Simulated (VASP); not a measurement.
# Tl (P6_3/mmc) in VASP: further runs

The runs below take Tl through single point, with PBE.

Everything below comes from runs of VASP 6.6.1. Logs are shortened: lines on timing, memory, paths and dates and some standing lists are left out, and cuts for length are marked.

### Step 1. The cell of the first run

It takes space group P6_3/mmc (No. 194, hexagonal). Conventional cell: a = 3.456 Å, b = 3.456 Å, c = 5.801 Å, α = 90.00°, β = 90.00°, γ = 120.00°. Tl (site symmetry -6m2) has 12 Tl at 3.46 to 3.52 Å within 4.5 Å.

### Step 2. Single point, PBE (strain +0.000 along x and y, +0.050 along z)

The input, INCAR:

```
SYSTEM = Tl
  ALGO = Fast
  EDIFF = 1E-7
  ENCUT = 520
  GGA = PE
  ISIF = 2
  ISMEAR = 0
  LASPH = .TRUE.
  LCHARG = .FALSE.
  LREAL = .FALSE.
  LWAVE = .FALSE.
  NBANDS = 20
  NELM = 60
  PREC = Accurate
  SIGMA = 0.15
```

The input, KPOINTS:

```
k-points
0
G
  18 18 10
  0 0 0
```

The input, POSCAR:

```
Tl
1.0
    3.4559983565      0.0000000000      0.0000000000
   -1.7279991783      2.9929823722      0.0000000000
    0.0000000000      0.0000000000      5.8012500000
Tl
2
Direct
    0.3333333333      0.6666666667      0.2500000000
    0.6666666667      0.3333333333      0.7500000000
```

Potentials or basis: VASP PAW PBE potentials, release 64 (Tl_d).

Started as:

```console
> cat potpaw_PBE.64/Tl_d/POTCAR > POTCAR
> mpirun -np 1 vasp_std > vasp.out
```

OUTCAR:

```text
SYSTEM = Tl
   EDIFF = 1E-7
   ENCUT = 520
   GGA = PE
   ISIF = 2
   ISMEAR = 0
   LASPH = .TRUE.
   LREAL = .FALSE.
   NELM = 60
   PREC = Accurate

 ion  position               nearest neighbor table
   1  0.333  0.667  0.250-   2 3.52   2 3.52   2 3.52   2 3.52   2 3.52   2 3.52
   2  0.667  0.333  0.750-   1 3.52   1 3.52   1 3.52   1 3.52   1 3.52   1 3.52

  LATTYP: Found a hexagonal cell.
 ALAT       =     3.4559983565
 C/A-ratio  =     1.6786032288

  Lattice vectors:

 A1 = (   3.4559983565,   0.0000000000,   0.0000000000)
 A2 = (  -1.7279991783,   2.9929823722,   0.0000000000)
 A3 = (   0.0000000000,   0.0000000000,   5.8012500000)

Analysis of symmetry for initial positions (statically):
=====================================================================
 Subroutine PRICEL returns:
 Original cell was already a primitive cell.

 Routine SETGRP: Setting up the symmetry group for a
 hexagonal supercell.

 Subroutine GETGRP returns: Found 24 space group operations
 (whereof 12 operations were pure point group operations)
 out of a pool of 24 trial point group operations.

The static configuration has the point symmetry D_3d.
 The point group associated with its full space group is D_6h.

Analysis of symmetry for dynamics (positions and initial velocities):
=====================================================================
 Subroutine PRICEL returns:
 Original cell was already a primitive cell.

 Routine SETGRP: Setting up the symmetry group for a
 hexagonal supercell.

 Subroutine GETGRP returns: Found 24 space group operations
 (whereof 12 operations were pure point group operations)
 out of a pool of 24 trial point group operations.

The dynamic configuration has the point symmetry D_3d.
 The point group associated with its full space group is D_6h.

 Subroutine INISYM returns: Found 24 space group operations
 (whereof 12 operations are pure point group operations),
 and found     1 'primitive' translations

----------------------------------------------------------------------------------------

                                     Primitive cell

  volume of cell :      60.0066

  direct lattice vectors                    reciprocal lattice vectors
     3.455998356  0.000000000  0.000000000     0.289351989  0.167057449  0.000000000
    -1.727999178  2.992982372  0.000000000     0.000000000  0.334114898  0.000000000
     0.000000000  0.000000000  5.801250000     0.000000000  0.000000000  0.172376643

  length of vectors
     3.455998356  3.455998357  5.801250000     0.334114898  0.334114898  0.172376643

  position of ions in fractional coordinates (direct lattice)
     0.333333333  0.666666667  0.250000000
     0.666666667  0.333333333  0.750000000

  ion indices of the primitive-cell ions
   primitive index   ion index
                 1           1
                 2           2

----------------------------------------------------------------------------------------

 KPOINTS: k-points

Automatic generation of k-mesh.
 Grid dimensions read from file:
 generate k-points for:   18   18   10

 Generating k-lattice:

  Cartesian coordinates                     Fractional coordinates (reciprocal lattice)
     0.016075111  0.009280969  0.000000000     0.055555556  0.000000000  0.000000000
     0.000000000  0.018561939  0.000000000     0.000000000  0.055555556  0.000000000
     0.000000000  0.000000000  0.017237664     0.000000000  0.000000000  0.100000000

  Length of vectors
     0.018561939  0.018561939  0.017237664

  Shift w.r.t. Gamma in fractional coordinates (k-lattice)
     0.000000000  0.000000000  0.000000000

 Subroutine IBZKPT returns following result:
 ===========================================

 Found    222 irreducible k-points:

 Following reciprocal coordinates:
            Coordinates               Weight
  0.000000  0.000000  0.000000      1.000000
  0.055556 -0.000000  0.000000      6.000000
  0.111111 -0.000000  0.000000      6.000000
  0.166667 -0.000000  0.000000      6.000000
  0.222222 -0.000000  0.000000      6.000000
  0.277778  0.000000  0.000000      6.000000
[... 16 lines left out ...]
  0.333333  0.111111  0.000000     12.000000
  0.388889  0.111111  0.000000     12.000000
 [... further k-points ...]
   k-points           NKPTS =    222   k-points in BZ     NKDIM =    222   number of bands    NBANDS=     20
   number of dos      NEDOS =    301   number of ions     NIONS =      2
   total plane-waves  NPLWV =  37632
   dimension x,y,z NGX =    28 NGY =   28 NGZ =   48
   dimension x,y,z NGXF=    56 NGYF=   56 NGZF=   96
   ions per type =               2
   NGX,Y,Z   is equivalent  to a cutoff of  13.47, 13.47, 13.76 a.u.
   NGXF,Y,Z  is equivalent  to a cutoff of  26.94, 26.94, 27.51 a.u.
 SYSTEM =  Tl
   PREC   = accura    normal or accurate (medium, high low for compatibility)
   ISTART =      0    job   : 0-new  1-cont  2-samecut
   ICHARG =      2    charge: 1-file 2-atom 10-const
   ISPIN  =      1    spin polarized calculation?
   LNONCOLLINEAR =      F non collinear calculations
   LSORBIT =      F    spin-orbit coupling
   LASPH  =      T    aspherical Exc in radial PAW
   ENCUT  =  520.0 eV  38.22 Ry    6.18 a.u.   6.43  6.43 10.79*2*pi/ulx,y,z
   NELM   =     60;   NELMIN=  2; NELMDL= -5     # of ELM steps
   EDIFF  = 0.1E-06   stopping-criterion for ELM
   LREAL  =      F    real-space projection
   EDIFFG = 0.1E-05   stopping-criterion for IOM
   NSW    =      0    number of steps for IOM
   IBRION =     -1    ionic relax: 0-MD 1-quasi-New 2-CG
   NFREE  =      0    steps in history (QN), initial steepest desc. (CG)
   ISIF   =      2    stress and relaxation
   ISYM   =      2    0-nonsym 1-usesym 2-fastsym
   POTIM  = 0.5000    time-step for ionic-motion
   TEBEG  =    0.0;   TEEND  =   0.0 temperature during run
   PSTRESS=    0.0 pullay stress
   NELECT =      26.0000    total number of electrons
   NUPDOWN=      -1.0000    fix difference up-down
   EMIN   =  10.00;   EMAX   =-10.00  energy-range for DOS
   EFERMI =   0.00;   METHOD = LEGACY
   ISMEAR =     0;   SIGMA  =   0.15  broadening in eV -4-tet -1-fermi 0-gaus
   EFERMI_NEDOS =   21; number of points for ismear=-14 and -15
   IALGO  =     68    algorithm
   IMIX   =      4    mixing-type and parameters
     AMIX     =   0.40;   BMIX     =  1.00
     AMIX_MAG =   1.60;   BMIX_MAG =  1.00
  volume/ion in A,a.u.               =      30.00       202.47
  Fermi-wavevector in a.u.,A,eV,Ry     =   1.238795  2.340984 20.879686  1.534614
  Thomas-Fermi vector in A             =   2.373306
   LORBIT       =      0    0 simple, 1 ext, 2 COOP (PROOUT), +10 PAW based schemes
   GGA     = PE    functional components
   LHFCALC =     F    Hartree Fock is set to
   AEXX    =    0.0000 exact exchange contribution
   IVDW    =     0    specifies the selected vdW correction
   LEPSILON=     F    determine dielectric tensor
   LRPA    =     F    only Hartree local field effects (RPA)
 non-spin polarized calculation
 RMM-DIIS sequential band-by-band and
 Gauss-broadening in eV      SIGMA  =   0.15
  energy-cutoff  :      520.00
  volume of cell :       60.01
 maximum number of plane-waves:      1645
 NGX is ok and might be reduce to    28
   NGX = 13   NGY = 13   NGZ = 21

 number of electron      26.0000002 magnetization

 Free energy of the ion-electron system (eV)
  ---------------------------------------------------
  ext. energy  EPLUGINS =         0.00000000
  ---------------------------------------------------
  free energy    TOTEN  =        -4.43496998 eV

  energy without entropy =       -4.42380861  energy(sigma->0) =       -4.42938930

 E-fermi :   6.1091     XC(G=0):  -9.9531

 val. band max:        6.0999578572   @ k =   0.2778   0.2778   0.1000
 cond. band min:       6.1272192916   @ k =   0.2222   0.1667   0.2000
 fundamental gap:      0.0272614344
 Fermi energy:         6.1090539255

 k-point     1 :       0.0000    0.0000    0.0000
  band No.  band energies     occupation
      1      -5.6423      2.00000
      2      -5.4971      2.00000
      3      -5.4391      2.00000
      4      -5.4391      2.00000
      5      -5.4005      2.00000
      6      -5.4005      2.00000
[... 12 lines left out ...]
     19      16.5844      0.00000
     20      17.0912      0.00000

 k-point     2 :       0.0556   -0.0000    0.0000
  band No.  band energies     occupation
      1      -5.6310      2.00000
      2      -5.4973      2.00000
      3      -5.4349      2.00000
      4      -5.4260      2.00000
      5      -5.4021      2.00000
      6      -5.3881      2.00000
[... 12 lines left out ...]
     19      17.0197      0.00000
     20      17.4380      0.00000

 k-point     3 :       0.1111   -0.0000    0.0000
  band No.  band energies     occupation
      1      -5.6064      2.00000
      2      -5.4991      2.00000
      3      -5.4248      2.00000
      4      -5.3975      2.00000
      5      -5.3879      2.00000
      6      -5.3519      2.00000
[... 12 lines left out ...]
     19      16.6487      0.00000
     20      17.9433      0.00000

 k-point     4 :       0.1667   -0.0000    0.0000
  band No.  band energies     occupation
      1      -5.6019      2.00000
      2      -5.4807      2.00000
      3      -5.4364      2.00000
      4      -5.3559      2.00000
      5      -5.3472      2.00000
      6      -5.3289      2.00000
[... 12 lines left out ...]
     19      16.1882      0.00000
     20      17.2659      0.00000

 k-point     5 :       0.2222   -0.0000    0.0000
  band No.  band energies     occupation
      1      -5.6296      2.00000
      2      -5.4719      2.00000
      3      -5.4218      2.00000
      4      -5.3985      2.00000
      5      -5.3434      2.00000
      6      -5.2933      2.00000
[... 12 lines left out ...]
     19      15.7036      0.00000
     20      17.0541      0.00000

 k-point     6 :       0.2778    0.0000    0.0000
  band No.  band energies     occupation
      1      -5.6687      2.00000
      2      -5.5013      2.00000
      3      -5.4572      2.00000
      4      -5.3700      2.00000
      5      -5.3681      2.00000
      6      -5.2212      2.00000
[... 12 lines left out ...]
     19      15.1624      0.00000
     20      16.7515      0.00000

 k-point     7 :       0.3333   -0.0000    0.0000
  band No.  band energies     occupation
      1      -5.7073      2.00000
      2      -5.5327      2.00000
      3      -5.5144      2.00000
      4      -5.3903      2.00000
      5      -5.3236      2.00000
      6      -5.2538      2.00000
[... 12 lines left out ...]
     19      14.7068      0.00000
     20      16.4014      0.00000
[... 277 lines left out ...]
 k-point    20 :       0.1667    0.1111    0.0000
  band No.  band energies     occupation
      1      -5.5773      2.00000
      2      -5.5086      2.00000
      3      -5.4050      2.00000
      4      -5.3979      2.00000
      5      -5.3717      2.00000
      6      -5.3293      2.00000
[... 12 lines left out ...]
     19      16.1760      0.00000
     20      16.7856      0.00000

 k-point    21 :       0.2222    0.1111    0.0000
  band No.  band energies     occupation
      1      -5.6152      2.00000
      2      -5.4897      2.00000
      3      -5.4639      2.00000
      4      -5.3912      2.00000
      5      -5.3808      2.00000
      6      -5.2654      2.00000
[... 12 lines left out ...]
     19      15.6123      0.00000
     20      16.5434      0.00000

 k-point    22 :       0.2778    0.1111    0.0000
  band No.  band energies     occupation
      1      -5.6520      2.00000
      2      -5.5204      2.00000
      3      -5.4966      2.00000
      4      -5.4059      2.00000
      5      -5.3401      2.00000
      6      -5.2504      2.00000
[... 12 lines left out ...]
     19      15.2169      0.00000
     20      16.3135      0.00000

 k-point    23 :       0.3333    0.1111    0.0000
  band No.  band energies     occupation
      1      -5.6820      2.00000
      2      -5.5662      2.00000
      3      -5.5118      2.00000
      4      -5.4150      2.00000
      5      -5.2986      2.00000
      6      -5.2796      2.00000
[... 12 lines left out ...]
     19      14.9464      0.00000
     20      16.1399      0.00000

 k-point    24 :       0.3889    0.1111    0.0000
  band No.  band energies     occupation
      1      -5.7015      2.00000
      2      -5.5960      2.00000
      3      -5.5240      2.00000
      4      -5.4192      2.00000
      5      -5.2998      2.00000
      6      -5.2701      2.00000
[... 12 lines left out ...]
     19      14.7867      0.00000
     20      16.0336      0.00000

 [... further k-points ...]

------------------------ aborting loop because EDIFF is reached ----------------------------------------

  FORCE on cell =-STRESS in cart. coord.  units (eV):
  Direction    XX          YY          ZZ          XY          YZ          ZX
  --------------------------------------------------------------------------------------
  -------------------------------------------------------------------------------------
  Total        0.6563157      0.6563157      0.1058128     -0.0000000     -0.0000000      0.0000000
  in kB       17.5236317     17.5236317      2.8252016     -0.0000000     -0.0000000      0.0000000
  external PRESSURE =      12.6241550 kB  Pullay stress =       0.0000000 kB

 VOLUME and BASIS-vectors are now :
 -----------------------------------------------------------------------------
  energy-cutoff  :      520.00
  volume of cell :       60.01
      direct lattice vectors                 reciprocal lattice vectors
     3.455998356  0.000000000  0.000000000     0.289351989  0.167057449  0.000000000
    -1.727999178  2.992982372  0.000000000     0.000000000  0.334114898  0.000000000
     0.000000000  0.000000000  5.801250000     0.000000000  0.000000000  0.172376643

 POSITION                                       TOTAL-FORCE (eV/Angst)
 -----------------------------------------------------------------------------------
     -0.00000      1.99532      1.45031        -0.000000     -0.000000      0.000000
      1.72800      0.99766      4.35094         0.000000      0.000000      0.000000
 -----------------------------------------------------------------------------------
    total drift:                               -0.000000      0.000000     -0.000000

  FREE ENERGIE OF THE ION-ELECTRON SYSTEM (eV)
  ---------------------------------------------------
  free  energy   TOTEN  =        -4.4349699847 eV

  energy  without entropy=       -4.4238086084  energy(sigma->0) =       -4.42938930
```

Wall time 2.9 min (1 thread of Intel Xeon Platinum 8488C (Sapphire Rapids), shared host); peak memory 0.34 GiB.

Results:

- Free energy: -4.4350 eV
- Pressure: 1.3 GPa
- Band gap on the k mesh: zero (band 13 reaches 8.97 eV, above the bottom of band 14 at 3.97 eV)

Stress tensor (GPa, compression positive):
```
1.75 0.00 0.00
0.00 1.75 0.00
0.00 0.00 0.28
```

Caveat: the cell differs from its parent crystal (strain +0.000 along x and y, +0.050 along z); spin-orbit coupling is left out, which moves the levels of the heavy elements.

### Step 3. Single point, PBE (strain +0.050 along x and y, -0.050 along z)

The input, INCAR:

```
SYSTEM = Tl
  PREC = Accurate
  ENCUT = 520
  EDIFF = 1E-6
  ISMEAR = 0
  SIGMA = 0.15
  LREAL = .FALSE.
  LASPH = .TRUE.
  NELM = 80
  ALGO = Fast
  ISIF = 2
  LWAVE = .FALSE.
  LCHARG = .FALSE.
  GGA = PE
  NBANDS = 20
```

The input, KPOINTS:

```
regular mesh
0
G
  18 18 10
  0 0 0
```

The input, POSCAR:

```
Tl
1.0
    3.6287982743      0.0000000000      0.0000000000
   -1.8143991372      3.1426314908      0.0000000000
    0.0000000000      0.0000000000      5.2487500000
Tl
2
Direct
    0.3333333333      0.6666666667      0.2500000000
    0.6666666667      0.3333333333      0.7500000000
```

Potentials or basis: VASP PAW PBE potentials, release 64 (Tl_d).

Started as:

```console
> cat potpaw_PBE.64/Tl_d/POTCAR > POTCAR
> mpirun -np 1 vasp_std > vasp.out
```

OUTCAR:

```text
SYSTEM = Tl
   PREC = Accurate
   ENCUT = 520
   EDIFF = 1E-6
   ISMEAR = 0
   LREAL = .FALSE.
   LASPH = .TRUE.
   NELM = 80
   ISIF = 2
   GGA = PE

 ion  position               nearest neighbor table
   1  0.333  0.667  0.250-   2 3.36   2 3.36   2 3.36   2 3.36   2 3.36   2 3.36
   2  0.667  0.333  0.750-   1 3.36   1 3.36   1 3.36   1 3.36   1 3.36   1 3.36

  LATTYP: Found a hexagonal cell.
 ALAT       =     3.6287982743
 C/A-ratio  =     1.4464154806

  Lattice vectors:

 A1 = (   3.6287982743,   0.0000000000,   0.0000000000)
 A2 = (  -1.8143991372,   3.1426314908,   0.0000000000)
 A3 = (   0.0000000000,   0.0000000000,   5.2487500000)

Analysis of symmetry for initial positions (statically):
=====================================================================
 Subroutine PRICEL returns:
 Original cell was already a primitive cell.

 Routine SETGRP: Setting up the symmetry group for a
 hexagonal supercell.

 Subroutine GETGRP returns: Found 24 space group operations
 (whereof 12 operations were pure point group operations)
 out of a pool of 24 trial point group operations.

The static configuration has the point symmetry D_3d.
 The point group associated with its full space group is D_6h.
[... 161 lines left out ...]

  energy without entropy =       -4.40667748  energy(sigma->0) =       -4.41240715

 E-fermi :   6.1340     XC(G=0):  -9.9554

 val. band max:        6.1325487592   @ k =   0.2778   0.1111   0.0000
 cond. band min:       6.1352612973   @ k =   0.3889   0.0556   0.3000
 fundamental gap:      0.0027125381
 Fermi energy:         6.1340362722

 k-point     1 :       0.0000    0.0000    0.0000
  band No.  band energies     occupation
      1      -5.6230      2.00000
      2      -5.4087      2.00000
      3      -5.4087      2.00000
      4      -5.3939      2.00000
      5      -5.3939      2.00000
      6      -5.3310      2.00000
[... 541 lines left out ...]
     19      14.7173      0.00000
     20      14.7266      0.00000

 [... further k-points ...]

------------------------ aborting loop because EDIFF is reached ----------------------------------------

  FORCE on cell =-STRESS in cart. coord.  units (eV):
  Direction    XX          YY          ZZ          XY          YZ          ZX
  --------------------------------------------------------------------------------------
  -------------------------------------------------------------------------------------
  Total        0.4221992      0.4221992      1.1899829     -0.0000000     -0.0000000      0.0000000
  in kB       11.3009729     11.3009729     31.8521767     -0.0000000     -0.0000000      0.0000000
  external PRESSURE =      18.1513742 kB  Pullay stress =       0.0000000 kB

 VOLUME and BASIS-vectors are now :
 -----------------------------------------------------------------------------
  energy-cutoff  :      520.00
  volume of cell :       59.86
      direct lattice vectors                 reciprocal lattice vectors
     3.628798274  0.000000000  0.000000000     0.275573323  0.159102332  0.000000000
    -1.814399137  3.142631491  0.000000000     0.000000000  0.318204665  0.000000000
     0.000000000  0.000000000  5.248750000     0.000000000  0.000000000  0.190521553

 POSITION                                       TOTAL-FORCE (eV/Angst)
 -----------------------------------------------------------------------------------
     -0.00000      2.09509      1.31219        -0.000000     -0.000000      0.000000
      1.81440      1.04754      3.93656         0.000000      0.000000      0.000000
 -----------------------------------------------------------------------------------
    total drift:                               -0.000000      0.000000      0.000000

  FREE ENERGIE OF THE ION-ELECTRON SYSTEM (eV)
  ---------------------------------------------------
  free  energy   TOTEN  =        -4.4181368181 eV

  energy  without entropy=       -4.4066774809  energy(sigma->0) =       -4.41240715
```

stdout:

```text
POSCAR found type information on POSCAR Tl
 POSCAR found :  1 types and       2 ions
 scaLAPACK will be used
 LDA part: xc-table for (Slater+PW92), standard interpolation
 POSCAR, INCAR and KPOINTS ok, starting setup
 FFT: planning ... GRIDC
 FFT: planning ... GRID_SOFT
 FFT: planning ... GRID
 WAVECAR not read
 entering main loop
```

It took 2 min on 1 thread of Intel Xeon Platinum 8488C (Sapphire Rapids), shared host; peak memory 0.33 GiB.

What came out:

* Free energy: -4.4181 eV
* Pressure: 1.8 GPa
* Band gap on the k mesh: zero (band 13 reaches 10.72 eV, above the bottom of band 14 at 3.98 eV)

Caveat: the cell differs from its parent crystal (strain +0.050 along x and y, -0.050 along z); spin-orbit coupling is left out, which moves the levels of the heavy elements.
